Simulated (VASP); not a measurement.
# WSe2 (P-3m1) in VASP: further runs

WSe2 is run at these levels: PBEsol+D3(BJ); tasks: single point.

All numbers are computed with VASP 6.6.1; they aren't measurements. Logs are shortened: lines on timing, memory, paths and dates and some standing lists are left out, and cuts for length are marked.

### 1 The cell of the first run

The typed cell holds 6 atoms: a = 3.182 Å, b = 3.182 Å, c = 12.528 Å, α = 90.00°, β = 90.00°, γ = 120.00°.

### 2 Single point, PBEsol+D3(BJ) (biaxial strain in the a-b plane: -1.5 %)

File INCAR:

```
SYSTEM = WSe2
ALGO     = Normal         ! electronic algorithm
EDIFF    = 1E-6           ! SCF threshold, eV
ENCUT    = 520            ! plane-wave cutoff, eV
GGA      = PS             ! functional
ISIF     = 2              ! what is computed and relaxed
ISMEAR   = 0              ! smearing method
IVDW     = 12             ! dispersion correction
LASPH    = .True.         ! aspherical terms in the spheres
LCHARG   = .False.        ! write CHGCAR
LREAL    = .False.        ! projectors in reciprocal space
LWAVE    = .False.        ! write WAVECAR
NBANDS   = 35             ! bands
NELM     = 80             ! most SCF steps
PREC     = Accurate       ! precision mode
SIGMA    = 0.02           ! smearing width, eV
```

File KPOINTS:

```
k-points
0
Gamma
  12 12 4
  0 0 0
```

File POSCAR:

```
WSe2
1.0
    3.1820225373      0.0000000000      0.0000000000
   -1.5910112687      2.7557123527      0.0000000000
    0.0000000000      0.0000000000     12.5284295951
W Se
2 4
Direct
    0.6666666667      0.3333333333      0.2499277596
    0.3333333333      0.6666666667      0.7500722404
    0.3333333333      0.6666666667      0.3853185469
    0.6666666667      0.3333333333      0.8854642784
    0.3333333333      0.6666666667      0.1145357216
    0.6666666667      0.3333333333      0.6146814531
```

Potentials or basis: VASP PAW PBE potentials, release 64 (W_sv, Se).

Run with:

```bash
cat potpaw_PBE.64/W_sv/POTCAR potpaw_PBE.64/Se/POTCAR > POTCAR
mpirun -np 1 vasp_std > vasp.out
```

OUTCAR:

```text
SYSTEM = WSe2
   EDIFF = 1E-6
   ENCUT = 520
   GGA = PS
   ISIF = 2
   ISMEAR = 0
   IVDW = 12
   LASPH = .True.
   LREAL = .False.
   NELM = 80
   PREC = Accurate
 IVDW          = 12

 ion  position               nearest neighbor table
   1  0.667  0.333  0.250-   3 2.50   3 2.50   3 2.50   5 2.50   5 2.50   5 2.50
   2  0.333  0.667  0.750-   6 2.50   6 2.50   6 2.50   4 2.50   4 2.50   4 2.50
   3  0.333  0.667  0.385-   1 2.50   1 2.50   1 2.50
   4  0.667  0.333  0.885-   2 2.50   2 2.50   2 2.50
   5  0.333  0.667  0.115-   1 2.50   1 2.50   1 2.50
   6  0.667  0.333  0.615-   2 2.50   2 2.50   2 2.50

  LATTYP: Found a hexagonal cell.
 ALAT       =     3.1820225373
 C/A-ratio  =     3.9372535701

  Lattice vectors:

 A1 = (   3.1820225373,   0.0000000000,   0.0000000000)
 A2 = (  -1.5910112687,   2.7557123527,   0.0000000000)
 A3 = (   0.0000000000,   0.0000000000,  12.5284295951)

Analysis of symmetry for initial positions (statically):
=====================================================================
 Subroutine PRICEL returns:
 Original cell was already a primitive cell.

 Routine SETGRP: Setting up the symmetry group for a
 hexagonal supercell.

 Subroutine GETGRP returns: Found 12 space group operations
 (whereof 12 operations were pure point group operations)
 out of a pool of 24 trial point group operations.

The static configuration has the point symmetry D_3d.

Analysis of symmetry for dynamics (positions and initial velocities):
=====================================================================
 Subroutine PRICEL returns:
 Original cell was already a primitive cell.

 Routine SETGRP: Setting up the symmetry group for a
 hexagonal supercell.

 Subroutine GETGRP returns: Found 12 space group operations
 (whereof 12 operations were pure point group operations)
 out of a pool of 24 trial point group operations.

The dynamic configuration has the point symmetry D_3d.

 Subroutine INISYM returns: Found 12 space group operations
 (whereof 12 operations are pure point group operations),
 and found     1 'primitive' translations

----------------------------------------------------------------------------------------

                                     Primitive cell

  volume of cell :     109.8585

  direct lattice vectors                    reciprocal lattice vectors
     3.182022537  0.000000000  0.000000000     0.314265530  0.181441289  0.000000000
    -1.591011269  2.755712353  0.000000000     0.000000000  0.362882577  0.000000000
     0.000000000  0.000000000 12.528429595     0.000000000  0.000000000  0.079818463

  length of vectors
     3.182022537  3.182022537 12.528429595     0.362882577  0.362882577  0.079818463

  position of ions in fractional coordinates (direct lattice)
     0.666666667  0.333333333  0.249927760
     0.333333333  0.666666667  0.750072240
     0.333333333  0.666666667  0.385318547
     0.666666667  0.333333333  0.885464278
     0.333333333  0.666666667  0.114535722
     0.666666667  0.333333333  0.614681453

  ion indices of the primitive-cell ions
   primitive index   ion index
                 1           1
                 2           2
                 3           3
                 4           4
                 5           5
                 6           6

----------------------------------------------------------------------------------------

 KPOINTS: k-points

Automatic generation of k-mesh.
 Grid dimensions read from file:
 generate k-points for:   12   12    4

 Generating k-lattice:

  Cartesian coordinates                     Fractional coordinates (reciprocal lattice)
     0.026188794  0.015120107  0.000000000     0.083333333  0.000000000  0.000000000
     0.000000000  0.030240215  0.000000000     0.000000000  0.083333333  0.000000000
     0.000000000  0.000000000  0.019954616     0.000000000  0.000000000  0.250000000

  Length of vectors
     0.030240215  0.030240215  0.019954616

  Shift w.r.t. Gamma in fractional coordinates (k-lattice)
     0.000000000  0.000000000  0.000000000

 Subroutine IBZKPT returns following result:
 ===========================================

 Found     69 irreducible k-points:

 Following reciprocal coordinates:
            Coordinates               Weight
  0.000000  0.000000  0.000000      1.000000
  0.083333  0.000000  0.000000      6.000000
  0.166667  0.000000  0.000000      6.000000
  0.250000  0.000000  0.000000      6.000000
  0.333333  0.000000  0.000000      6.000000
  0.416667  0.000000  0.000000      6.000000
[... 16 lines left out ...]
  0.166667  0.000000  0.250000      6.000000
  0.000000  0.166667  0.250000      6.000000
 [... further k-points ...]
   k-points           NKPTS =     69   k-points in BZ     NKDIM =     69   number of bands    NBANDS=     35
   number of dos      NEDOS =    301   number of ions     NIONS =      6
   total plane-waves  NPLWV =  55296
   dimension x,y,z NGX =    24 NGY =   24 NGZ =   96
[... 50 lines left out ...]
   NGX = 11   NGY = 11   NGZ = 47

 number of electron      52.0000005 magnetization

 Free energy of the ion-electron system (eV)
  ---------------------------------------------------
  ext. energy  EPLUGINS =         0.00000000
  ---------------------------------------------------
  free energy    TOTEN  =       -46.32106851 eV

  energy without entropy =      -46.32106851  energy(sigma->0) =      -46.32106851

 E-fermi :   7.5365     XC(G=0): -11.4941

 val. band max:        7.2775893283   @ k =   0.0000   0.0000   0.0000
 cond. band min:       8.0278938719   @ k =   0.1667   0.1667   0.0000
 fundamental gap:      0.7503045435
 Fermi energy:         7.5364830552

 k-point     1 :       0.0000    0.0000    0.0000
  band No.  band energies     occupation
      1     -66.8416      2.00000
      2     -66.8416      2.00000
      3     -31.1809      2.00000
      4     -31.1808      2.00000
      5     -30.9351      2.00000
      6     -30.9351      2.00000
[... 27 lines left out ...]
     34      10.5857      0.00000
     35      12.4408      0.00000

 k-point     2 :       0.0833    0.0000    0.0000
  band No.  band energies     occupation
      1     -66.8404      2.00000
      2     -66.8404      2.00000
      3     -31.1765      2.00000
      4     -31.1764      2.00000
      5     -30.9581      2.00000
      6     -30.9581      2.00000
[... 27 lines left out ...]
     34      10.5501      0.00000
     35      13.0896      0.00000

 k-point     3 :       0.1667    0.0000    0.0000
  band No.  band energies     occupation
      1     -66.8373      2.00000
      2     -66.8373      2.00000
      3     -31.1643      2.00000
      4     -31.1643      2.00000
      5     -31.0204      2.00000
      6     -31.0204      2.00000
[... 27 lines left out ...]
     34      11.0446      0.00000
     35      13.9176      0.00000

 k-point     4 :       0.2500    0.0000    0.0000
  band No.  band energies     occupation
      1     -66.8330      2.00000
      2     -66.8330      2.00000
      3     -31.1478      2.00000
      4     -31.1477      2.00000
      5     -31.1044      2.00000
      6     -31.1044      2.00000
[... 27 lines left out ...]
     34      11.5212      0.00000
     35      13.8723      0.00000

 k-point     5 :       0.3333    0.0000    0.0000
  band No.  band energies     occupation
      1     -66.8288      2.00000
      2     -66.8288      2.00000
      3     -31.1872      2.00000
      4     -31.1872      2.00000
      5     -31.1311      2.00000
      6     -31.1311      2.00000
[... 638 lines left out ...]
 k-point    22 :       0.0000    0.0833    0.2500
  band No.  band energies     occupation
      1     -66.8404      2.00000
      2     -66.8404      2.00000
      3     -31.1765      2.00000
      4     -31.1764      2.00000
      5     -30.9581      2.00000
      6     -30.9581      2.00000
[... 27 lines left out ...]
     34      10.5475      0.00000
     35      13.1702      0.00000

 k-point    23 :       0.1667    0.0000    0.2500
  band No.  band energies     occupation
      1     -66.8373      2.00000
      2     -66.8373      2.00000
      3     -31.1643      2.00000
      4     -31.1643      2.00000
      5     -31.0204      2.00000
      6     -31.0204      2.00000
[... 27 lines left out ...]
     34      11.0112      0.00000
     35      13.9905      0.00000

 k-point    24 :       0.0000    0.1667    0.2500
  band No.  band energies     occupation
      1     -66.8373      2.00000
      2     -66.8373      2.00000
      3     -31.1643      2.00000
      4     -31.1643      2.00000
      5     -31.0204      2.00000
      6     -31.0204      2.00000
[... 27 lines left out ...]
     34      11.0112      0.00000
     35      13.9915      0.00000

 [... further k-points ...]

------------------------ aborting loop because EDIFF is reached ----------------------------------------

 Edisp (eV)   -2.92146

 E8    (eV) :    -1.9652

  FORCE on cell =-STRESS in cart. coord.  units (eV):
  Direction    XX          YY          ZZ          XY          YZ          ZX
  --------------------------------------------------------------------------------------
  -------------------------------------------------------------------------------------
  Total       3.32043     3.32043     0.77759    -0.00000     0.00000    -0.00000
  in kB      48.42519    48.42519    11.34035    -0.00000     0.00000    -0.00000
  external pressure =       36.06 kB  Pullay stress =        0.00 kB

 VOLUME and BASIS-vectors are now :
 -----------------------------------------------------------------------------
  energy-cutoff  :      520.00
  volume of cell :      109.86
      direct lattice vectors                 reciprocal lattice vectors
     3.182022537  0.000000000  0.000000000     0.314265530  0.181441289  0.000000000
    -1.591011269  2.755712353  0.000000000     0.000000000  0.362882577  0.000000000
     0.000000000  0.000000000 12.528429595     0.000000000  0.000000000  0.079818463

 POSITION                                       TOTAL-FORCE (eV/Angst)
 -----------------------------------------------------------------------------------
      1.59101      0.91857      3.13120         0.000000      0.000000      0.000673
     -0.00000      1.83714      9.39723         0.000000      0.000000     -0.000673
     -0.00000      1.83714      4.82744        -0.000000     -0.000000      0.164371
      1.59101      0.91857     11.09348        -0.000000     -0.000000      0.161654
     -0.00000      1.83714      1.43495        -0.000000      0.000000     -0.161654
      1.59101      0.91857      7.70099        -0.000000      0.000000     -0.164371
 -----------------------------------------------------------------------------------
    total drift:                                0.000000     -0.000000      0.000000

  FREE ENERGIE OF THE ION-ELECTRON SYSTEM (eV)
  ---------------------------------------------------
  free  energy   TOTEN  =       -49.2425287394 eV

  energy  without entropy=      -49.2425287394  energy(sigma->0) =      -49.24252874
```

It took 3.1 min on 1 thread of Intel Xeon Platinum 8488C (Sapphire Rapids), shared host; peak memory 0.37 GiB.

Results:

```
Free energy                : -49.2425 eV
Pressure                   : 3.6 GPa
Largest force              : 0.164 eV/Å
Band gap on the k mesh     : 0.75 eV (least direct gap 1.56 eV)
Dispersion energy per atom : -0.487 eV
```

Forces on the atoms (eV/Å):
```
W    0.000  0.000  0.001
W    0.000  0.000 -0.001
Se   0.000  0.000  0.164
Se   0.000  0.000  0.162
Se   0.000  0.000 -0.162
Se   0.000  0.000 -0.164
```

Stress tensor (GPa, compression positive):
```
4.84 0.00 0.00
0.00 4.84 0.00
0.00 0.00 1.13
```

Caveat: the cell differs from its parent crystal (biaxial strain in the a-b plane: -1.5 %); the cell stands under pressure; the PAW data sets were made with another functional, which shifts forces and pressure a little; spin-orbit coupling is left out, which moves the levels of the heavy elements. A k mesh can miss the band edges.

### 3 Single point, PBEsol+D3(BJ)

This run uses another cell than the first one, of 18.70 Å³/atom.

File INCAR:

```
PREC     = Accurate       # precision mode
ENCUT    = 520            # plane-wave cutoff, eV
EDIFF    = 1E-6           # SCF threshold, eV
ISMEAR   = 0              # smearing method
SIGMA    = 0.02           # smearing width, eV
LREAL    = F              # projectors in reciprocal space
LASPH    = T              # aspherical terms in the spheres
NELM     = 100            # most SCF steps
ALGO     = Normal         # electronic algorithm
ISIF     = 2              # what is computed and relaxed
LWAVE    = F              # write WAVECAR
LCHARG   = F              # write CHGCAR
GGA      = PS             # functional
IVDW     = 12             # dispersion correction
NBANDS   = 35             # bands
```

File KPOINTS:

```
Automatic mesh
0
Gamma
  12 12 4
```

Edit POSCAR of step 2 so:

```diff
@@ -2,5 +2,5 @@
 1.0
-    3.1820225373      0.0000000000      0.0000000000
-   -1.5910112687      2.7557123527      0.0000000000
-    0.0000000000      0.0000000000     12.5284295951
+    3.2304797333      0.0000000000      0.0000000000
+   -1.6152398667      2.7976775155      0.0000000000
+    0.0000000000      0.0000000000     12.4166794798
 W Se
```

Potentials or basis: VASP PAW PBE potentials, release 64 (W_sv, Se).

Run with:

```bash
cat potpaw_PBE.64/W_sv/POTCAR potpaw_PBE.64/Se/POTCAR > POTCAR
mpirun -np 1 vasp_std > vasp.out
```

Wall time 2.9 min (1 thread of Intel Xeon Platinum 8488C (Sapphire Rapids), shared host); peak memory 0.38 GiB.

Results (log left out):

```
Free energy                : -49.2921 eV
Pressure                   : 0.5 GPa
Largest force              : 0.067 eV/Å
Band gap on the k mesh     : 0.70 eV (least direct gap 1.65 eV)
Dispersion energy per atom : -0.477 eV
```

Forces on the atoms (eV/Å):
```
W    0.000  0.000  0.001
W    0.000  0.000 -0.001
Se   0.000  0.000  0.067
Se   0.000  0.000  0.064
Se   0.000  0.000 -0.064
Se   0.000  0.000 -0.067
```

Stress tensor (GPa, compression positive):
```
0.44 0.00 0.00
0.00 0.44 0.00
0.00 0.00 0.59
```

Levels at points of the mesh, in eV from the valence-band top:
```tsv
k point	band 24	band 25	band 26	band 27	band 28	band 29
(0.00, 0.00, 0.00)	-1.48	-0.78	0.00	2.66	2.66	2.68
(0.50, 0.00, 0.00)	-1.46	-1.45	-1.01	2.18	2.23	2.29
(0.00, 0.00, 0.50)	-1.54	-0.19	-0.19	2.65	2.65	2.65
(0.50, 0.00, 0.50)	-1.53	-1.24	-1.24	2.25	2.25	2.54
```

Caveat: the PAW data sets were made with another functional, which shifts forces and pressure a little; spin-orbit coupling is left out, which moves the levels of the heavy elements.

### 4 Single point, PBEsol+D3(BJ)

This run uses another cell than the first one, of 18.70 Å³/atom.

File INCAR:

```
SYSTEM = WSe2
PREC = Accurate
ENCUT = 520
EDIFF = 1E-6
ISMEAR = 0
SIGMA = 0.02
LREAL = .False.
LASPH = .True.
NELM = 100
ALGO = Normal
ISIF = 2
LWAVE = .False.
LCHARG = .False.
GGA = PS
IVDW = 12
NBANDS = 35
```

File KPOINTS:

```
regular mesh
0
Gamma
  12 12 4
  0 0 0
```

POSCAR is that of step 3.

Run with:

```bash
cat potpaw_PBE.64/W_sv/POTCAR potpaw_PBE.64/Se/POTCAR > POTCAR
mpirun -np 1 vasp_std > vasp.out
```

Run time: 2.8 min. Hardware: 1 thread of Intel Xeon Platinum 8488C (Sapphire Rapids), shared host; peak memory 0.38 GiB.

It converged, with:

- Free energy: -49.2921 eV
- Pressure: 0.5 GPa
- Largest force: 0.067 eV/Å
- Band gap on the k mesh: 0.70 eV (least direct gap 1.65 eV)
- Dispersion energy per atom: -0.477 eV

Forces on the atoms (eV/Å):
```
W    0.000  0.000  0.001
W    0.000  0.000 -0.001
Se   0.000  0.000  0.067
Se   0.000  0.000  0.064
Se   0.000  0.000 -0.064
Se   0.000  0.000 -0.067
```

Stress tensor (GPa, compression positive):
```
0.44 0.00 0.00
0.00 0.44 0.00
0.00 0.00 0.59
```

Levels at points of the mesh, in eV from the valence-band top:
| k point | band 23 | band 24 | band 25 | band 26 | band 27 | band 28 | band 29 | band 30 |
| --- | --- | --- | --- | --- | --- | --- | --- | --- |
| (0.00, 0.00, 0.00) | -1.49 | -1.48 | -0.78 | 0.00 | 2.66 | 2.66 | 2.68 | 2.68 |
| (0.50, 0.00, 0.00) | -1.69 | -1.46 | -1.45 | -1.01 | 2.18 | 2.23 | 2.29 | 2.79 |
| (0.00, 0.00, 0.50) | -1.54 | -1.54 | -0.19 | -0.19 | 2.65 | 2.65 | 2.65 | 2.65 |
| (0.50, 0.00, 0.50) | -1.53 | -1.53 | -1.24 | -1.24 | 2.25 | 2.25 | 2.54 | 2.54 |

Caveat: the PAW data sets were made with another functional, which shifts forces and pressure a little; spin-orbit coupling is left out, which moves the levels of the heavy elements.

### 5 Single point, PBEsol+D3(BJ)

This run uses another cell than the first one, of 18.71 Å³/atom.

File INCAR:

```
PREC = Accurate ; ENCUT = 520
EDIFF = 1E-7 ; ISMEAR = 0
SIGMA = 0.02 ; LREAL = False
LASPH = True ; NELM = 100
ALGO = Normal ; ISIF = 2
LWAVE = False ; LCHARG = True
GGA = PS ; IVDW = 12
LELF = True ; LVHAR = True
NBANDS = 35
```

File KPOINTS:

```
Automatic mesh
0
Gamma
  12 12 2
```

File POSCAR:

```
WSe2
1.0
    3.2308827662      0.0000000000      0.0000000000
   -1.6154413831      2.7980265521      0.0000000000
    0.0000000000      0.0000000000     12.4170369260
W Se
2 4
Direct
    0.6666666667      0.3333333333      0.2499165697
    0.3333333333      0.6666666667      0.7500834303
    0.3333333333      0.6666666667      0.3852930382
    0.6666666667      0.3333333333      0.8854497824
    0.3333333333      0.6666666667      0.1145502176
    0.6666666667      0.3333333333      0.6147069618
```

Run with:

```bash
cat potpaw_PBE.64/W_sv/POTCAR potpaw_PBE.64/Se/POTCAR > POTCAR
mpirun -np 1 vasp_std > vasp.out
```

Run time: 1.9 min. Hardware: 1 thread of Intel Xeon Platinum 8488C (Sapphire Rapids), shared host; peak memory 0.3 GiB.

It converged, with:

```
Free energy                : -49.2912 eV
Pressure                   : 0.5 GPa
Largest force              : 0.066 eV/Å
Band gap on the k mesh     : 0.70 eV (least direct gap 1.65 eV)
Dispersion energy per atom : -0.476 eV
```

Forces on the atoms (eV/Å):
```
W    0.000  0.000  0.003
W    0.000  0.000 -0.003
Se   0.000  0.000  0.066
Se   0.000  0.000  0.065
Se   0.000  0.000 -0.065
Se   0.000  0.000 -0.066
```

Stress tensor (GPa, compression positive):
```
0.41 0.00 0.00
0.00 0.41 0.00
0.00 0.00 0.61
```

Levels at points of the mesh, in eV from the valence-band top:
| k point | band 24 | band 25 | band 26 | band 27 | band 28 | band 29 |
| --- | --- | --- | --- | --- | --- | --- |
| (0.00, 0.00, 0.00) | -1.48 | -0.78 | 0.00 | 2.66 | 2.66 | 2.68 |
| (0.50, 0.00, 0.00) | -1.47 | -1.45 | -1.01 | 2.18 | 2.23 | 2.29 |
| (0.00, 0.00, 0.50) | -1.54 | -0.19 | -0.18 | 2.65 | 2.65 | 2.65 |
| (0.50, 0.00, 0.50) | -1.53 | -1.24 | -1.24 | 2.25 | 2.25 | 2.54 |

Caveat: the PAW data sets were made with another functional, which shifts forces and pressure a little; spin-orbit coupling is left out, which moves the levels of the heavy elements. A k mesh can miss the band edges.

### 6 Overview

```csv
cell,k mesh,gap on the mesh (eV),pressure (GPa),largest force (eV/Å)
"a = 3.182, b = 3.182, c = 12.528 Å, angles 90.0, 90.0, 120.0°, 6 atoms",12 × 12 × 4,0.75,3.6,0.16
"a = 3.230, b = 3.230, c = 12.417 Å, angles 90.0, 90.0, 120.0°, 6 atoms",12 × 12 × 4,0.70,0.5,0.07
"a = 3.231, b = 3.231, c = 12.417 Å, angles 90.0, 90.0, 120.0°, 6 atoms",12 × 12 × 2,0.70,0.5,0.07
```

Alike in all rows: task single point; level PBEsol+D3(BJ); potentials or basis VASP PAW PBE potentials, release 64 (W_sv, Se); no spin polarisation; cutoff (eV) 520; smearing gaussian 0.02 eV.

Caveats: the PAW data sets were made with another functional, which shifts forces and pressure a little; spin-orbit coupling is left out, which moves the levels of the heavy elements; the cell stands under pressure (at least some runs).

Total energies depend on the potentials used, so only differences within one code and one set of settings carry meaning.
